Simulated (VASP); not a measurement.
Input of a VASP 6.6.1 run:

INCAR

```
SYSTEM = CdS
PREC = Accurate
ENCUT = 520
EDIFF = 1E-6
ISMEAR = -1
SIGMA = 0.02
LREAL = .False.
LASPH = .True.
NELM = 60
ALGO = Normal
ISIF = 2
LWAVE = .False.
LCHARG = .False.
GGA = PE
NBANDS = 16
```

Contents of KPOINTS:

```
regular mesh
0
Gamma
  8 8 8
  0 0 0
```

File POSCAR:

```
CdS
1.0
    0.0000000000      2.9392138876      2.9727209259
    2.9392138876      0.0000000000      2.9727209259
    2.9392138876      2.9392138876      0.0000000000
Cd S
1 1
Direct
    0.0000000000      0.0000000000      0.0000000000
    0.2500000000      0.2500000000      0.2500000000
```

Potentials or basis: VASP PAW PBE potentials, release 64 (Cd, S).

Run with:

```console
$ cat potpaw_PBE.64/Cd/POTCAR potpaw_PBE.64/S/POTCAR > POTCAR
$ mpirun -np 1 vasp_std > vasp.out
```

(1) Predict the pressure.

(2) Predict the band gap on the k mesh.

## Answers

(1) 1.0 GPa.

(2) 1.06 eV, direct.

Caveat: the cell differs from its parent crystal (uniaxial z strain +1.1%).
